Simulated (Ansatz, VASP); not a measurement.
# In in VASP and in Ansatz

INCAR

```
SYSTEM = In
PREC = Accurate
ENCUT = 520
EDIFF = 1E-7
ISMEAR = -1
SIGMA = 0.1
LREAL = .FALSE.
LASPH = .TRUE.
NELM = 100
ALGO = Normal
ISIF = 2
LWAVE = .FALSE.
LCHARG = .TRUE.
GGA = PE
LVHAR = .TRUE.
NBANDS = 20
KPAR = 4
```

Contents of KPOINTS:

```
regular mesh
0
G
  19 19 17
  0 0 0
```

File POSCAR:

```
In
1.0
   -3.7887935069      3.7620616291      1.5486902850
    3.7620616291     -3.7887935069      1.5486902850
    2.0890472404      2.0890472404     -1.5976497681
In
2
Direct
    0.9991953670      0.0008046330      1.0000000000
    0.7508046330      0.2491953670      0.5000000000
```

Input for Ansatz:

```yaml
crystal:
  lattice:
    - [-3.7887935069, 3.7620616291, 1.548690285]
    - [3.7620616291, -3.7887935069, 1.548690285]
    - [2.0890472404, 2.0890472404, -1.5976497681]
  atoms:
    - { symbol: In, position: [0.999195367, 0.000804633, 1.0] }
    - { symbol: In, position: [0.750804633, 0.249195367, 0.5] }
hamiltonian:
  xc: pbe
  pseudopotentials:
    kind: paw
    azcp:
      In: "pseudopotentials/In.paw.azcp"
basis:
  ecutwfc: 420
  fft_grid_basis: typed
kpoints:
  mp_grid: { grid: [19, 19, 17], shift: [0, 0, 0] }
magnetization:
  spin_polarized: false
scf:
  occupations: { method: fermi_dirac, width: 0.1 }
output:
  stress: true
```

Alike in both runs: task single point; functional PBE; k mesh 19 × 19 × 17; occupations fermi-dirac, width 0.1 eV; no spin polarisation.

|  | VASP | Ansatz |
| --- | --- | --- |
| version | VASP 6.6.1 | Ansatz 0.2.0 |
| potentials or method | VASP PAW PBE potentials, release 64 (In_d), cutoff 520 eV | plane waves (420 eV) with PAW, scalar-relativistic |
| valence electrons in the cell | 26 | 26 |

VASP gave:

| Quantity | Value |
| --- | --- |
| pressure (GPa) | 6.2 |
| traceless stress, the component that is largest in VASP (GPa) | -0.30 |

Problem. What did Ansatz give for the same quantities?

Solution. Pressure (GPa): 6.3; traceless stress, the component that is largest in VASP (GPa): -0.30.
